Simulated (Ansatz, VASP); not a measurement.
One calculation of Ga2O3, two programs

```xyz
10
Lattice="2.5287 1.5792 4.5794 -2.5287 1.5792 4.5794 0.0000 -2.8007 4.4644" Properties=species:S:1:pos:R:3 pbc="T T T"
Ga    0.0000    0.1273    4.8480
Ga    0.0000    0.0515    1.9635
Ga    0.0000    0.2303    8.7751
Ga    0.0000    0.3061   11.6596
O    -0.9954    1.6686    7.9851
O    -0.7666   -1.3835    7.9050
O     1.7621    0.3407    7.9503
O     0.9954   -1.3110    5.6380
O     0.7666    1.7411    5.7181
O    -1.7621    0.0169    5.6728
```

Change from the starting cell: strain +0.0525 x Voigt [0, 0, 0, 1, 0, 0], atoms carried along.

Alike in both runs: task single point; functional PBE; k mesh 6 × 6 × 6; occupations gaussian, width 0.05 eV; no spin polarisation.

```csv
,VASP,Ansatz
version,VASP 6.6.1,Ansatz 0.2.0
potentials or method,"VASP PAW PBE potentials, release 64 (Ga_d, O_h), cutoff 910 eV","scalar-relativistic, plane waves, PAW"
valence electrons in the cell,88,88
```

```csv
,VASP,Ansatz,Ansatz less VASP
gap on the k mesh at the Fermi level (eV),2.37,2.37,+0.006
least direct gap on the mesh (eV),2.62,2.63,+0.005
rms of the force components (eV/Å),0.148,0.150,+0.0017
```

Atom by atom the forces differ by 0.007 eV/Å (rms over components).

Noted on VASP's run: the cutoff is short for stress, so the pressure is rough.
